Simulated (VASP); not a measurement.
Set up this calculation in VASP 6.6.1, as the native input.

| Item | Value |
| --- | --- |
| Task | relaxation of cell and atoms |
| Functional | PBE |
| Potentials or basis | VASP PAW PBE potentials, release 64 (Ba_sv, F) |
| Cutoff | 600 eV |
| k mesh | 6 × 6 × 6 |
| Occupations | gaussian, width 0.02 eV |
| Spin | no spin polarisation |
| Dipole correction | no |
| Further INCAR settings | ALGO = Normal; EDIFF = 1e-07; IBRION = 2; EDIFFG = -0.01; NSW = 100; ISIF = 3 |

The structure of BaF2 lies in POSCAR:

```
BaF2
1.0
    0.0000000000      3.1128654500      3.1128654500
    3.1128654500      0.0000000000      3.1128654500
    3.1128654500      3.1128654500      0.0000000000
Ba F
1 2
Direct
    0.0000000000      0.0000000000      0.0000000000
    0.2500000000      0.2500000000      0.2500000000
    0.7500000000      0.7500000000      0.7500000000
```

These files were run (other wordings do the same):

INCAR

```
SYSTEM = BaF2
PREC = Accurate
ENCUT = 600
EDIFF = 1E-7
ISMEAR = 0
SIGMA = 0.02
LREAL = .FALSE.
LASPH = .TRUE.
NELM = 120
ALGO = Normal
ISIF = 3
LWAVE = .FALSE.
LCHARG = .FALSE.
GGA = PE
IBRION = 2
NSW = 100
EDIFFG = -0.01
GGA_COMPAT = .FALSE.
NELMIN = 4
```

KPOINTS

```
Automatic mesh
0
G
  6 6 6
  0 0 0
```

Potentials or basis: VASP PAW PBE potentials, release 64 (Ba_sv, F).

Launch:

```console
$ cat potpaw_PBE.64/Ba_sv/POTCAR potpaw_PBE.64/F/POTCAR > POTCAR
$ mpirun -np 1 vasp_std > vasp.out
```

Results of the run:

```
Relaxed volume                         : 20.66 Å³/atom
Relaxed cell                           : a = 4.442 Å, b = 4.442 Å, c = 4.442 Å, α = 60.00°, β = 60.00°, γ = 60.00°
Space group after relaxing (to 0.05 Å) : Fm-3m (No. 225)
Energy gained by relaxing              : 2.5 meV/atom
Ionic steps                            : 2
Pressure after relaxing                : 0.0 GPa
Band gap on the k mesh                 : 6.60 eV, indirect (least direct gap 6.65 eV)
```

Caveat: spin-orbit coupling is left out, which moves the levels of the heavy elements.

Run time: 30 s on 1 thread of Intel(R) Xeon(R) Platinum 8259CL CPU @ 2.50GHz (Skylake/Cascade Lake) (shared host), peak memory 0.21 GiB.
